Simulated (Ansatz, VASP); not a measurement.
## Pt: VASP beside Ansatz

File INCAR:

```
SYSTEM = Pt
PREC = Accurate ; ENCUT = 570
EDIFF = 1E-6 ; ISMEAR = 0
SIGMA = 0.15 ; LREAL = .FALSE.
LASPH = .TRUE. ; NELM = 120
ALGO = Normal ; ISIF = 2
LWAVE = .FALSE. ; LCHARG = .FALSE.
GGA = CA ; NBANDS = 15
GGA_COMPAT = .FALSE.
```

The input KPOINTS:

```
Automatic mesh
0
G
  22 22 22
  0 0 0
```

The input POSCAR:

```
Pt
1.0
    0.0000000000      2.0081791476      1.7748287306
    2.0081791476      0.0000000000      1.7748287306
    2.0081791476      2.0081791476      0.0000000000
Pt
1
Direct
    0.0000000000      0.0000000000      0.0000000000
```

Input for Ansatz:

```yaml
crystal:
  lattice:
    - [0.0, 2.0081791476, 1.7748287306]
    - [2.0081791476, 0.0, 1.7748287306]
    - [2.0081791476, 2.0081791476, 0.0]
  atoms:
    - { symbol: Pt, position: [0.0, 0.0, 0.0] }
basis:
  ecutwfc: 420
kpoints:
  mp_grid: { grid: [22, 22, 22] }
hamiltonian:
  xc: lda
scf:
  occupations: { method: gaussian, width: 0.15 }
output:
  forces: true
  stress: true
  eigenvalues: true
```

Alike in both runs: task single point; functional LDA; k mesh 22 × 22 × 22; occupations gaussian, width 0.15 eV; no spin polarisation.

|  | VASP | Ansatz |
| --- | --- | --- |
| version | VASP 6.6.1 | Ansatz 0.2.0 |
| potentials or method | VASP PAW LDA potentials, release 64 (Pt_sv_GW), cutoff 570 eV | scalar-relativistic, plane waves, PAW |
| valence electrons in the cell | 18 | 18 |

Ansatz gave:

| Item | Value |
| --- | --- |
| gap on the k mesh at the Fermi level (eV) | none |
| pressure (GPa) | 11.5 |
| traceless stress, the component that is largest in VASP (GPa) | 5.71 |

Problem. Estimate VASP's values.

Solution. gap on the k mesh at the Fermi level (eV): none; pressure (GPa): 11.1; traceless stress, the component that is largest in VASP (GPa): 5.67.

LDA's correlation is that of Perdew and Zunger in VASP and of Perdew and Wang (1992) in Ansatz. A gap of «none» marks a metal or a gap that the smearing closes.

Spin-orbit coupling is off throughout.
